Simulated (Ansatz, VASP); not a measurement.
HfSi5: VASP beside Ansatz

```
Hf Si
1.0
     0.00000    3.55437    3.55437
     3.55437    0.00000    3.55437
     3.55437    3.55437    0.00000
Hf Si
1 5
Direct
  0.50000 0.50000 0.50000
  0.12483 0.12483 0.62552
  0.12483 0.62552 0.12483
  0.75000 0.75000 0.75000
  0.12483 0.12483 0.12483
  0.62552 0.12483 0.12483
```

Change from the starting cell: species swapped into the HfNi5 type (F-43m, No. 216).

Alike in both runs: functional PBE; k mesh 10 × 10 × 10; occupations gaussian, width 0.1 eV; no spin polarisation.

Ansatz relaxed the structure, and its values are those at the end. VASP's run is a single point on that final structure, the one shown.

```csv
,VASP,Ansatz
version,VASP 6.6.1,Ansatz 0.2.0
potentials or method,"VASP PAW PBE potentials, release 64 (Hf_pv, Si), cutoff 520 eV","scalar-relativistic, plane waves, PAW"
valence electrons in the cell,30,46
```

|  | VASP | Ansatz | Ansatz less VASP |
| --- | --- | --- | --- |
| gap on the k mesh at the Fermi level (eV) | none | none | - |
| pressure (GPa) | -0.2 | 0.0 | +0.23 |
| rms of the force components (eV/Å) | 0.007 | 0.005 | -0.0011 |

A gap of «none» marks a metal or a gap that the smearing closes. VASP's potentials hold 30 valence electrons a cell and Ansatz's 46, so a difference there can come from the potentials and not from the codes.

Neither program's run includes spin-orbit coupling.
